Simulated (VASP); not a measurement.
# TaN (Fm-3m) in VASP: a series of runs, part 2 of 2

VASP 6.6.1. Earlier steps stand in the parts before.

## 4. Single point, LDA

This run uses another cell than the first one, of 10.28 Å³/atom, 0.994 times its volume.

INCAR

```
ALGO     = Normal         # electronic algorithm
EDIFF    = 1E-6           # SCF threshold, eV
ENCUT    = 520            # plane-wave cutoff, eV
GGA      = CA             # functional
ISIF     = 2              # what is computed and relaxed
ISMEAR   = 0              # smearing method
LASPH    = T              # aspherical terms in the spheres
LCHARG   = T              # write CHGCAR
LELF     = T              # ELF
LREAL    = F              # projectors in reciprocal space
LVHAR    = T            
LWAVE    = F              # write WAVECAR
NBANDS   = 15             # bands
NELM     = 60             # most SCF steps
PREC     = Accurate       # precision mode
SIGMA    = 0.1            # smearing width, eV
```

KPOINTS

```
k-points
0
Gamma
  16 16 16
```

POSCAR

```
TaN
1.0
    0.0000000000      2.1743265497      2.1743265497
    2.1743265497      0.0000000000      2.1743265497
    2.1743265497      2.1743265497      0.0000000000
Ta N
1 1
Direct
    0.5000000000      0.5000000000      0.5000000000
    0.0000000000      0.0000000000      0.0000000000
```

Potentials or basis: VASP PAW LDA potentials, release 64 (Ta_pv, N).

Command:

```console
cat potpaw_LDA.64/Ta_pv/POTCAR potpaw_LDA.64/N/POTCAR > POTCAR
mpirun -np 1 vasp_std > vasp.out
```

OUTCAR:

```text
EDIFF = 1E-6
   ENCUT = 520
   GGA = CA
   ISIF = 2
   ISMEAR = 0
   LASPH = T
   LREAL = F
   NELM = 60
   PREC = Accurate

 ion  position               nearest neighbor table
   1  0.500  0.500  0.500-   2 2.17   2 2.17   2 2.17   2 2.17   2 2.17   2 2.17
   2  0.000  0.000  0.000-   1 2.17   1 2.17   1 2.17   1 2.17   1 2.17   1 2.17

  LATTYP: Found a face centered cubic cell.
 ALAT       =     4.3486530994

  Lattice vectors:

 A1 = (   0.0000000000,   2.1743265497,   2.1743265497)
 A2 = (   2.1743265497,   0.0000000000,   2.1743265497)
 A3 = (   2.1743265497,   2.1743265497,   0.0000000000)

Analysis of symmetry for initial positions (statically):
=====================================================================
 Subroutine PRICEL returns:
 Original cell was already a primitive cell.

 Routine SETGRP: Setting up the symmetry group for a
 face centered cubic supercell.

 Subroutine GETGRP returns: Found 48 space group operations
 (whereof 48 operations were pure point group operations)
 out of a pool of 48 trial point group operations.

The static configuration has the point symmetry O_h .

Analysis of symmetry for dynamics (positions and initial velocities):
[... 166 lines left out ...]
 k-point     1 :       0.0000    0.0000    0.0000
  band No.  band energies     occupation
      1     -25.7054      2.00000
      2     -25.7054      2.00000
      3     -25.7054      2.00000
      4      -9.0945      2.00000
      5       5.9258      2.00000
      6       5.9258      2.00000
      7       5.9258      2.00000
      8       7.5623      2.00000
      9       7.5623      2.00000
     10       7.5623      2.00000
     11       9.7953      0.84473
     12       9.7953      0.84473
     13      11.8184      0.00000
     14      19.2875      0.00000
[... 401 lines left out ...]
      2     -25.7310      2.00000
      3     -25.7076      2.00000
      4      -8.8234      2.00000
      5       4.6865      2.00000
      6       4.9743      2.00000
      7       5.3407      2.00000
      8       7.7439      2.00000
      9       7.9938      2.00000
     10       8.3076      2.00000
     11      10.2740      0.00000
     12      11.1560      0.00000
     13      12.5758      0.00000
     14      20.0848      0.00000
     15      21.2669      0.00000

 [... further k-points ...]
[... 5 lines left out ...]
  --------------------------------------------------------------------------------------
  -------------------------------------------------------------------------------------
  Total        0.2580707      0.2580707      0.2580707      0.0000000     -0.0000000      0.0000000
  in kB       20.1115228     20.1115228     20.1115228      0.0000000     -0.0000000      0.0000000
  external PRESSURE =      20.1115228 kB  Pullay stress =       0.0000000 kB

 VOLUME and BASIS-vectors are now :
 -----------------------------------------------------------------------------
  energy-cutoff  :      520.00
  volume of cell :       20.56
      direct lattice vectors                 reciprocal lattice vectors
     0.000000000  2.174326550  2.174326550    -0.229956259  0.229956259  0.229956259
     2.174326550  0.000000000  2.174326550     0.229956259 -0.229956259  0.229956259
     2.174326550  2.174326550  0.000000000     0.229956259  0.229956259 -0.229956259

 POSITION                                       TOTAL-FORCE (eV/Angst)
 -----------------------------------------------------------------------------------
      2.17433      2.17433      2.17433        -0.000000     -0.000000      0.000000
      0.00000      0.00000      0.00000         0.000000      0.000000     -0.000000
 -----------------------------------------------------------------------------------
    total drift:                                0.000000     -0.000000     -0.000000

  FREE ENERGIE OF THE ION-ELECTRON SYSTEM (eV)
  ---------------------------------------------------
  free  energy   TOTEN  =       -24.1475718357 eV

  energy  without entropy=      -24.1420604119  energy(sigma->0) =      -24.14481612
```

It took 11 s on 1 thread of Intel Xeon 6975P-C (Granite Rapids), shared host; peak memory 0.16 GiB.

Results:

```
Free energy            : -24.1476 eV
Pressure               : 2.0 GPa
Band gap on the k mesh : zero (band 8 reaches 11.78 eV, above the bottom of band 9 at 7.56 eV)
```

Caveat: spin-orbit coupling is left out, which moves the levels of the heavy elements.

## 5. Single point, LDA

This run uses another cell than the first one, of 10.29 Å³/atom, 0.994 times its volume.

INCAR

```
SYSTEM = TaN
  PREC = Accurate
  ENCUT = 520
  EDIFF = 1E-6
  ISMEAR = -1
  SIGMA = 0.15
  LREAL = .False.
  LASPH = .True.
  NELM = 80
  ALGO = Normal
  ISIF = 2
  LWAVE = .False.
  LCHARG = .False.
  NBANDS = 15
```

KPOINTS

```
regular mesh
0
Gamma
  16 16 16
  0 0 0
```

POSCAR

```
TaN
1.0
    0.0000000000      2.1747153531      2.1747153531
    2.1747153531      0.0000000000      2.1747153531
    2.1747153531      2.1747153531      0.0000000000
Ta N
1 1
Direct
    0.5000000000      0.5000000000      0.5000000000
    0.0000000000      0.0000000000      0.0000000000
```

Command:

```console
cat potpaw_LDA.64/Ta_pv/POTCAR potpaw_LDA.64/N/POTCAR > POTCAR
mpirun -np 1 vasp_std > vasp.out
```

Run time: 11 s. Hardware: 1 thread of Intel Xeon 6975P-C (Granite Rapids), shared host; peak memory 0.16 GiB.

It converged, with:

| Quantity | Value |
| --- | --- |
| Free energy | -24.1774 eV |
| Pressure | 2.1 GPa |
| Band gap on the k mesh | zero (band 8 reaches 11.77 eV, above the bottom of band 9 at 7.56 eV) |

Levels at points of the mesh, in eV from the Fermi level:
```csv
k point,band 4,band 5,band 6,band 7,band 8,band 9,band 10,band 11,band 12,band 13
"(0.00, 0.00, 0.00)",-18.87,-3.86,-3.86,-3.86,-2.22,-2.22,-2.22,0.01,0.01,2.03
"(0.50, 0.00, 0.00)",-15.55,-10.60,-7.80,-7.80,1.99,1.99,2.11,4.07,7.87,7.87
"(0.50, 0.50, 0.00)",-17.60,-6.59,-5.69,-4.63,-4.63,2.17,3.73,3.73,4.99,7.17
```

Caveat: spin-orbit coupling is left out, which moves the levels of the heavy elements.

## 6. Overview

| task | cell | cutoff (eV) | smearing | gap on the mesh (eV) | pressure (GPa) |
| --- | --- | --- | --- | --- | --- |
| relaxation of cell and atoms | relaxed from a = 3.082 Å, angles 60.0°, 2 atoms | 600 | gaussian 0.1 eV | none | 0.1 |
| single point | a = 3.045 Å, angles 60.0°, 2 atoms | 520 | fermi-dirac 0.15 eV | none | 14.3 |
| single point | a = 3.075 Å, angles 60.0°, 2 atoms | 520 | gaussian 0.1 eV | none | 2.0 |
| single point | a = 3.076 Å, angles 60.0°, 2 atoms | 520 | fermi-dirac 0.15 eV | none | 2.1 |

Alike in all rows: level LDA; potentials or basis VASP PAW LDA potentials, release 64 (Ta_pv, N); no spin polarisation; k mesh 16 × 16 × 16.

Caveats: spin-orbit coupling is left out, which moves the levels of the heavy elements.

Absolute energies hang on the potentials; compare differences alone.
